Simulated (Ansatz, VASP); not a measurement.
N in VASP and in Ansatz

```
N
1.0
     9.00000    0.00000    0.00000
     0.00000    9.50000    0.00000
     0.00000    0.00000   10.00000
N
2
Cartesian
  4.5000 4.7500 4.4534
  4.5000 4.7500 5.5466
```

Alike in both runs: functional LDA; k mesh 1 × 1 × 1; occupations fermi-dirac, width 0.05 eV; no spin polarisation.

Ansatz relaxed the structure, and its values are those at the end. VASP's run is a single point on that final structure, the one shown.

|  | VASP | Ansatz |
| --- | --- | --- |
| version | VASP 6.6.1 | Ansatz 0.2.0 |
| potentials or method | VASP PAW LDA potentials, release 64 (N), cutoff 520 eV | plane waves, PAW |
| valence electrons in the cell | 10 | 10 |

```csv
,VASP,Ansatz,Ansatz less VASP
rms of the force components (eV/Å),0.887,0.005,-0.8825
```

LDA's correlation is that of Perdew and Zunger in VASP and of Perdew and Wang (1992) in Ansatz. One of these differences is far larger than is usual between the two programs; its cause wasn't traced.

Noted on VASP's run: the standard files for N, O and F lose accuracy on very short bonds.
